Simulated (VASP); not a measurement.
Input of a VASP 6.6.1 run:

Contents of INCAR:

```
SYSTEM = SnO2
ALGO = Normal
EDIFF = 1E-7
ENCUT = 520
GGA = RP
ISIF = 2
ISMEAR = -1
LASPH = .TRUE.
LCHARG = .FALSE.
LREAL = .FALSE.
LWAVE = .FALSE.
NBANDS = 64
NELM = 80
PREC = Accurate
SIGMA = 0.05
```

File KPOINTS:

```
k-points
0
G
  4 4 4
  0 0 0
```

POSCAR

```
SnO2
1.0
    5.1752560000      0.0000000000      0.0000000000
    0.0000000000      5.1752560000      0.0000000000
    0.0000000000      0.0000000000      5.1752560000
Sn O
4 8
Direct
    0.0000000000      0.0000000000      0.0000000000
    0.5000000000      0.0000000000      0.5000000000
    0.5000000000      0.5000000000      0.0000000000
    0.0000000000      0.5000000000      0.5000000000
    0.6610980000      0.8389020000      0.1610980000
    0.8389020000      0.1610980000      0.6610980000
    0.1610980000      0.6610980000      0.8389020000
    0.3389020000      0.3389020000      0.3389020000
    0.6610980000      0.6610980000      0.6610980000
    0.8389020000      0.3389020000      0.1610980000
    0.1610980000      0.8389020000      0.3389020000
    0.3389020000      0.1610980000      0.8389020000
```

Potentials or basis: VASP PAW PBE potentials, release 64 (Sn_d, O).

Run with:

```sh
$ cat potpaw_PBE.64/Sn_d/POTCAR potpaw_PBE.64/O/POTCAR > POTCAR
$ mpirun -np 1 vasp_std > vasp.out
```

(1) What does it give for the band gap on the k mesh?

(2) Estimate the largest force.

(3) What does it give for the pressure?

## Answers

(1) 0.63 eV, indirect (least direct gap 0.68 eV).

(2) 0.017 eV/Å.

(3) 4.2 GPa.

Caveat: the PAW data sets were made with another functional, which shifts forces and pressure a little; spin-orbit coupling is left out, which moves the levels of the heavy elements.
